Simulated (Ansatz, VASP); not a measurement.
## Two plane-wave programs on SiC2

The input INCAR:

```
PREC = Accurate ; ENCUT = 520
EDIFF = 1E-7 ; ISMEAR = 0
SIGMA = 0.01 ; LREAL = False
LASPH = True ; NELM = 60
ALGO = Normal ; ISIF = 2
LWAVE = False ; LCHARG = True
GGA = PE ; LELF = True
LVHAR = True ; NBANDS = 21
```

File KPOINTS:

```
regular mesh
0
Gamma
  9 9 4
```

The input POSCAR:

```
SiC2
1.0
    2.8814044302      0.0000000000      0.0000000000
   -1.4407022151      2.4953694351      0.0000000000
    0.0000000000      0.0000000000      7.0657867354
C Si
4 2
Direct
    0.0000000000      0.0000000000     -0.0204522896
    0.6666666667      0.3333333333      0.6921920663
    0.3333333333      0.6666666667      0.3354215903
    0.6666666667      0.3333333333      0.9057912604
    0.3333333333      0.6666666667      0.5952532218
    0.0000000000      0.0000000000      0.2417941508
```

Input for Ansatz:

```yaml
crystal:
  lattice:
    - [2.8814044302, 0.0, 0.0]
    - [-1.4407022151, 2.4953694351, 0.0]
    - [0.0, 0.0, 7.0657867354]
  atoms:
    - { symbol: C, position: [0.0, 0.0, -0.0204522896] }
    - { symbol: C, position: [0.6666666667, 0.3333333333, 0.6921920663] }
    - { symbol: C, position: [0.3333333333, 0.6666666667, 0.3354215903] }
    - { symbol: C, position: [0.6666666667, 0.3333333333, 0.9057912604] }
    - { symbol: Si, position: [0.3333333333, 0.6666666667, 0.5952532218] }
    - { symbol: Si, position: [0.0, 0.0, 0.2417941508] }
kpoints:
  mp_grid: { grid: [9, 9, 4] }
hamiltonian:
  xc: pbe
scf:
  occupations: { method: fixed }
  n_extra_bands: 5
output:
  forces: true
  stress: true
  eigenvalues: true
```

Alike in both runs: task single point; functional PBE; k mesh 9 × 9 × 4; no spin polarisation.

|  | VASP | Ansatz |
| --- | --- | --- |
| version | VASP 6.6.1 | Ansatz 0.2.0 |
| potentials or method | VASP PAW PBE potentials, release 64 (C, Si) | plane waves, PAW |
| plane-wave cutoff (eV) | 520 | 420 |
| occupations | gaussian, width 0.01 eV | fixed |
| valence electrons in the cell | 24 | 24 |

Ansatz gave:

- gap on the k mesh at the Fermi level (eV): 1.41
- pressure (GPa): 17.2
- traceless stress, the component that is largest in VASP (GPa): 1.65
- rms of the force components (eV/Å): 0.156

Problem. What did VASP give for the same quantities?

Solution. gap on the k mesh at the Fermi level (eV): 1.40; pressure (GPa): 17.2; traceless stress, the component that is largest in VASP (GPa): 1.64; rms of the force components (eV/Å): 0.160.

Atom by atom the forces differ by 0.013 eV/Å (rms over components).
